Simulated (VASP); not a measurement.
# Zr (Fd-3m) in VASP: a series of runs

Runs on Zr. Level: PBE. Tasks: single point.

All numbers are computed with VASP 6.6.1; they aren't measurements. Logs are shortened: lines on timing, memory, paths and dates and some standing lists are left out, and cuts for length are marked.

**1. The cell of the first run**

Symmetry: Fd-3m, No. 227, cubic system. Conventional cell: a = 5.525 Å, b = 5.525 Å, c = 5.525 Å, α = 90.00°, β = 90.00°, γ = 90.00°. Zr (site symmetry -43m) has 4 Zr at 2.39 Å within 3.2 Å.

This isn't the form of Zr at room conditions, which is hcp.

**2. Single point, PBE (21.08 Å³/atom)**

Input file POSCAR:

```
Zr
1.0
    0.0000000000      2.7622963560      2.7622963560
    2.7622963560      0.0000000000      2.7622963560
    2.7622963560      2.7622963560      0.0000000000
Zr
2
Direct
   -0.1250000000     -0.1250000000     -0.1250000000
    0.1250000000      0.1250000000      0.1250000000
```

Input file INCAR.step1:

```
PREC     = Accurate       # precision mode
ENCUT    = 520            # plane-wave cutoff, eV
EDIFF    = 1E-6           # SCF threshold, eV
ISMEAR   = -1             # smearing method
SIGMA    = 0.08           # smearing width, eV
LREAL    = F              # projectors in reciprocal space
LASPH    = T              # aspherical terms in the spheres
NELM     = 100            # most SCF steps
ALGO     = Normal         # electronic algorithm
ISIF     = 2              # what is computed and relaxed
LWAVE    = F              # write WAVECAR
LCHARG   = T              # write CHGCAR
LMAXMIX  = 4              # l up to which the mixer works
GGA      = PE             # functional
NBANDS   = 19             # bands
```

Input file KPOINTS.step1:

```
regular mesh
0
Gamma
  11 11 11
```

Input file INCAR.step2:

```
PREC     = Accurate       # precision mode
ENCUT    = 520            # plane-wave cutoff, eV
EDIFF    = 1E-6           # SCF threshold, eV
ISMEAR   = -5             # smearing method
SIGMA    = 0.08           # smearing width, eV
LREAL    = F              # projectors in reciprocal space
LASPH    = T              # aspherical terms in the spheres
NELM     = 100            # most SCF steps
ALGO     = Normal         # electronic algorithm
ISIF     = 2              # what is computed and relaxed
LWAVE    = F              # write WAVECAR
LCHARG   = F              # write CHGCAR
LMAXMIX  = 4              # l up to which the mixer works
GGA      = PE             # functional
LORBIT   = 10             # projections on sites
NEDOS    = 2001           # points of the DOS
ICHARG   = 11             # starting density
```

Input file KPOINTS.step2:

```
regular mesh
0
Gamma
  17 17 17
```

Potentials or basis: VASP PAW PBE potentials, release 64 (Zr_sv).

Launch:

```
$ cat potpaw_PBE.64/Zr_sv/POTCAR > POTCAR
$ cp INCAR.step1 INCAR
$ cp KPOINTS.step1 KPOINTS
$ mpirun -np 1 vasp_std > vasp.out
$ cp INCAR.step2 INCAR
$ cp KPOINTS.step2 KPOINTS
$ mpirun -np 1 vasp_std > vasp.out
```

OUTCAR:

```text
PREC = Accurate
   ENCUT = 520
   EDIFF = 1E-6
   ISMEAR = -5
   LREAL = F
   LASPH = T
   NELM = 100
   ISIF = 2
   GGA = PE
   LORBIT = 10
   ICHARG = 11

 ion  position               nearest neighbor table
   1  0.875  0.875  0.875-   2 2.39   2 2.39   2 2.39   2 2.39
   2  0.125  0.125  0.125-   1 2.39   1 2.39   1 2.39   1 2.39

  LATTYP: Found a face centered cubic cell.
 ALAT       =     5.5245927120

  Lattice vectors:

 A1 = (   0.0000000000,   2.7622963560,   2.7622963560)
 A2 = (   2.7622963560,   0.0000000000,   2.7622963560)
 A3 = (   2.7622963560,   2.7622963560,   0.0000000000)

Analysis of symmetry for initial positions (statically):
=====================================================================
 Subroutine PRICEL returns:
 Original cell was already a primitive cell.

 Routine SETGRP: Setting up the symmetry group for a
 face centered cubic supercell.

 Subroutine GETGRP returns: Found 48 space group operations
 (whereof 12 operations were pure point group operations)
 out of a pool of 48 trial point group operations.

The static configuration has the point symmetry D_3d.
 The point group associated with its full space group is O_h .

Analysis of symmetry for dynamics (positions and initial velocities):
=====================================================================
 Subroutine PRICEL returns:
 Original cell was already a primitive cell.

 Routine SETGRP: Setting up the symmetry group for a
 face centered cubic supercell.

 Subroutine GETGRP returns: Found 48 space group operations
 (whereof 12 operations were pure point group operations)
 out of a pool of 48 trial point group operations.

The dynamic configuration has the point symmetry D_3d.
 The point group associated with its full space group is O_h .

 Subroutine INISYM returns: Found 48 space group operations
 (whereof 12 operations are pure point group operations),
 and found     1 'primitive' translations

----------------------------------------------------------------------------------------

                                     Primitive cell

  volume of cell :      42.1542

  direct lattice vectors                    reciprocal lattice vectors
     0.000000000  2.762296356  2.762296356    -0.181008819  0.181008819  0.181008819
     2.762296356  0.000000000  2.762296356     0.181008819 -0.181008819  0.181008819
     2.762296356  2.762296356  0.000000000     0.181008819  0.181008819 -0.181008819

  length of vectors
     3.906476970  3.906476970  3.906476970     0.313516470  0.313516470  0.313516470

  position of ions in fractional coordinates (direct lattice)
     0.875000000  0.875000000  0.875000000
     0.125000000  0.125000000  0.125000000

  ion indices of the primitive-cell ions
   primitive index   ion index
                 1           1
                 2           2

----------------------------------------------------------------------------------------

 KPOINTS: regular mesh

Automatic generation of k-mesh.
 Grid dimensions read from file:
 generate k-points for:   17   17   17

 Generating k-lattice:

  Cartesian coordinates                     Fractional coordinates (reciprocal lattice)
    -0.010647578  0.010647578  0.010647578     0.058823529  0.000000000  0.000000000
     0.010647578 -0.010647578  0.010647578     0.000000000  0.058823529  0.000000000
     0.010647578  0.010647578 -0.010647578     0.000000000  0.000000000  0.058823529

  Length of vectors
     0.018442145  0.018442145  0.018442145

  Shift w.r.t. Gamma in fractional coordinates (k-lattice)
     0.000000000  0.000000000  0.000000000

 TETIRR: Found    693 inequivalent tetrahedra from    29478

 Subroutine IBZKPT returns following result:
 ===========================================

 Found    165 irreducible k-points:

 Following reciprocal coordinates:
            Coordinates               Weight
  0.000000  0.000000  0.000000      1.000000
  0.058824  0.000000  0.000000      8.000000
  0.117647  0.000000  0.000000      8.000000
  0.176471  0.000000  0.000000      8.000000
  0.235294  0.000000  0.000000      8.000000
  0.294118  0.000000  0.000000      8.000000
[... 16 lines left out ...]
 -0.176471  0.058824  0.000000     24.000000
 -0.117647  0.058824  0.000000     24.000000
 [... further k-points ...]
   k-points           NKPTS =    165   k-points in BZ     NKDIM =    165   number of bands    NBANDS=     16
   number of dos      NEDOS =   2001   number of ions     NIONS =      2
   total plane-waves  NPLWV =  27000
   dimension x,y,z NGX =    30 NGY =   30 NGZ =   30
   dimension x,y,z NGXF=    60 NGYF=   60 NGZF=   60
   ions per type =               2
   NGX,Y,Z   is equivalent  to a cutoff of  12.77, 12.77, 12.77 a.u.
   NGXF,Y,Z  is equivalent  to a cutoff of  25.53, 25.53, 25.53 a.u.
 SYSTEM =  unknown system
   PREC   = accura    normal or accurate (medium, high low for compatibility)
   ISTART =      0    job   : 0-new  1-cont  2-samecut
   ICHARG =     11    charge: 1-file 2-atom 10-const
   ISPIN  =      1    spin polarized calculation?
   LNONCOLLINEAR =      F non collinear calculations
   LSORBIT =      F    spin-orbit coupling
   LASPH  =      T    aspherical Exc in radial PAW
   ENCUT  =  520.0 eV  38.22 Ry    6.18 a.u.   7.26  7.26  7.26*2*pi/ulx,y,z
   NELM   =    100;   NELMIN=  2; NELMDL=  0     # of ELM steps
   EDIFF  = 0.1E-05   stopping-criterion for ELM
   LREAL  =      F    real-space projection
[... 7 lines left out ...]
   TEBEG  =    0.0;   TEEND  =   0.0 temperature during run
   PSTRESS=    0.0 pullay stress
   NELECT =      24.0000    total number of electrons
   NUPDOWN=      -1.0000    fix difference up-down
   EMIN   =  10.00;   EMAX   =-10.00  energy-range for DOS
   EFERMI =   0.00;   METHOD = LEGACY
   ISMEAR =    -5;   SIGMA  =   0.08  broadening in eV -4-tet -1-fermi 0-gaus
   EFERMI_NEDOS =   21; number of points for ismear=-14 and -15
   IALGO  =     38    algorithm
   IMIX   =      4    mixing-type and parameters
     AMIX     =   0.40;   BMIX     =  1.00
     AMIX_MAG =   1.60;   BMIX_MAG =  1.00
  volume/ion in A,a.u.               =      21.08       142.24
  Fermi-wavevector in a.u.,A,eV,Ry     =   1.356849  2.564074 25.048873  1.841040
  Thomas-Fermi vector in A             =   2.483818
   LORBIT       =     10    0 simple, 1 ext, 2 COOP (PROOUT), +10 PAW based schemes
   GGA     = PE    functional components
   LHFCALC =     F    Hartree Fock is set to
   AEXX    =    0.0000 exact exchange contribution
   IVDW    =     0    specifies the selected vdW correction
   LEPSILON=     F    determine dielectric tensor
   LRPA    =     F    only Hartree local field effects (RPA)
 non-spin polarized calculation
 Fermi weights with tetrahedron method with Bloechl corrections
  energy-cutoff  :      520.00
  volume of cell :       42.15
 maximum number of plane-waves:      1152
 NGX is ok and might be reduce to    30

 number of electron      24.0000000 magnetization

 Free energy of the ion-electron system (eV)
  ---------------------------------------------------
  ext. energy  EPLUGINS =         0.00000000
  ---------------------------------------------------
  free energy    TOTEN  =       -11.01268831 eV

  energy without entropy =      -11.01268831  energy(sigma->0) =      -11.01268831

 E-fermi :   9.7403     XC(G=0): -11.2126

 val. band max:        9.7474681584   @ k =   0.1176   0.1176   0.0000
 cond. band min:       9.7055339211   @ k =   0.0000   0.0000   0.0000
 fundamental gap:     -0.0419342373
 Fermi energy:         9.7403252175

 k-point     1 :       0.0000    0.0000    0.0000
  band No.  band energies     occupation
      1     -39.6688      2.00000
      2     -37.7876      2.00000
      3     -18.2075      2.00000
      4     -18.2075      2.00000
      5     -18.2075      2.00000
      6     -15.9383      2.00000
[... 8 lines left out ...]
     15      12.8408      0.00000
     16      12.8408      0.00000

 k-point     2 :       0.0588    0.0000    0.0000
  band No.  band energies     occupation
      1     -39.6580      2.00000
      2     -37.8011      2.00000
      3     -18.2194      2.00000
      4     -18.2194      2.00000
      5     -18.2084      2.00000
      6     -15.9330      2.00000
[... 8 lines left out ...]
     15      12.6662      0.00000
     16      12.8055      0.00000

 k-point     3 :       0.1176    0.0000    0.0000
  band No.  band energies     occupation
      1     -39.6262      2.00000
      2     -37.8406      2.00000
      3     -18.2525      2.00000
      4     -18.2525      2.00000
      5     -18.2114      2.00000
      6     -15.9168      2.00000
[... 8 lines left out ...]
     15      12.1929      0.00000
     16      12.7250      0.00000

 k-point     4 :       0.1765    0.0000    0.0000
  band No.  band energies     occupation
      1     -39.5751      2.00000
      2     -37.9033      2.00000
      3     -18.3007      2.00000
      4     -18.3007      2.00000
      5     -18.2175      2.00000
      6     -15.8899      2.00000
[... 8 lines left out ...]
     15      11.5460      0.00000
     16      12.6829      0.00000

 k-point     5 :       0.2353    0.0000    0.0000
  band No.  band energies     occupation
      1     -39.5082      2.00000
      2     -37.9842      2.00000
      3     -18.3557      2.00000
      4     -18.3557      2.00000
      5     -18.2272      2.00000
      6     -15.8538      2.00000
[... 8 lines left out ...]
     15      10.8855      0.00000
     16      12.8033      0.00000

 k-point     6 :       0.2941    0.0000    0.0000
  band No.  band energies     occupation
      1     -39.4307      2.00000
      2     -38.0760      2.00000
      3     -18.4097      2.00000
      4     -18.4097      2.00000
      5     -18.2399      2.00000
      6     -15.8125      2.00000
[... 8 lines left out ...]
     15      10.4994      0.00000
     16      13.1356      0.00000
[... 267 lines left out ...]
 k-point    21 :      -0.2941    0.0588    0.0000
  band No.  band energies     occupation
      1     -39.3947      2.00000
      2     -38.1181      2.00000
      3     -18.5046      2.00000
      4     -18.4139      2.00000
      5     -18.1783      2.00000
      6     -15.8670      2.00000
[... 8 lines left out ...]
     15      10.6311      0.00000
     16      13.0068      0.00000

 k-point    22 :      -0.2353    0.0588    0.0000
  band No.  band energies     occupation
      1     -39.4740      2.00000
      2     -38.0249      2.00000
      3     -18.4479      2.00000
      4     -18.3593      2.00000
      5     -18.1776      2.00000
      6     -15.8952      2.00000
[... 8 lines left out ...]
     15      10.8397      0.00000
     16      12.6624      0.00000

 k-point    23 :      -0.1765    0.0588    0.0000
  band No.  band energies     occupation
      1     -39.5451      2.00000
      2     -37.9397      2.00000
      3     -18.3837      2.00000
      4     -18.3048      2.00000
      5     -18.1802      2.00000
      6     -15.9192      2.00000
[... 8 lines left out ...]
     15      11.3588      0.00000
     16      12.5365      0.00000

 k-point    24 :      -0.1176    0.0588    0.0000
  band No.  band energies     occupation
      1     -39.6018      2.00000
      2     -37.8707      2.00000
      3     -18.3189      2.00000
      4     -18.2583      2.00000
      5     -18.1867      2.00000
      6     -15.9346      2.00000
[... 8 lines left out ...]
     15      11.9281      0.00000
     16      12.6045      0.00000

 [... further k-points ...]

------------------------ aborting loop because EDIFF is reached ----------------------------------------

  FORCE on cell =-STRESS in cart. coord.  units (eV):
  Direction    XX          YY          ZZ          XY          YZ          ZX
  --------------------------------------------------------------------------------------
  -------------------------------------------------------------------------------------
  Total        7.1510441      7.1510441      7.1510441      0.0000000     -0.0000000     -0.0000000
  in kB      271.7936034    271.7936034    271.7936034      0.0000000     -0.0000000     -0.0000000
  external PRESSURE =     271.7936034 kB  Pullay stress =       0.0000000 kB

 VOLUME and BASIS-vectors are now :
 -----------------------------------------------------------------------------
  energy-cutoff  :      520.00
  volume of cell :       42.15
      direct lattice vectors                 reciprocal lattice vectors
     0.000000000  2.762296356  2.762296356    -0.181008819  0.181008819  0.181008819
     2.762296356  0.000000000  2.762296356     0.181008819 -0.181008819  0.181008819
     2.762296356  2.762296356  0.000000000     0.181008819  0.181008819 -0.181008819

 POSITION                                       TOTAL-FORCE (eV/Angst)
 -----------------------------------------------------------------------------------
      4.83402      4.83402      4.83402        -0.000000     -0.000000     -0.000000
      0.69057      0.69057      0.69057         0.000000      0.000000      0.000000
 -----------------------------------------------------------------------------------
    total drift:                               -0.000000      0.000000      0.000000

  FREE ENERGIE OF THE ION-ELECTRON SYSTEM (eV)
  ---------------------------------------------------
  free  energy   TOTEN  =       -11.0126883120 eV

  energy  without entropy=      -11.0126883120  energy(sigma->0) =      -11.01268831

 total charge

# of ion       s       p       d       tot
------------------------------------------
    1        2.200   5.894   2.537  10.631
    2        2.200   5.894   2.537  10.631
--------------------------------------------------
tot          4.399  11.789   5.074  21.262
```

It took 51 s on 1 thread of Intel Xeon 6975P-C (Granite Rapids), shared host; peak memory 0.22 GiB.

Results:

```
Valence electrons inside the program's atomic spheres : Zr 10.63
```

Levels at points of the mesh, in eV from the Fermi level:
```csv
k point,band 10,band 11,band 12,band 13,band 14,band 15
"(0.00, 0.00, 0.00)",-2.03,-2.03,-0.03,-0.03,-0.03,3.10
```

Caveat: tetrahedron occupations give inexact forces and stress in metals.

(Part 1 of 3 ends here.)
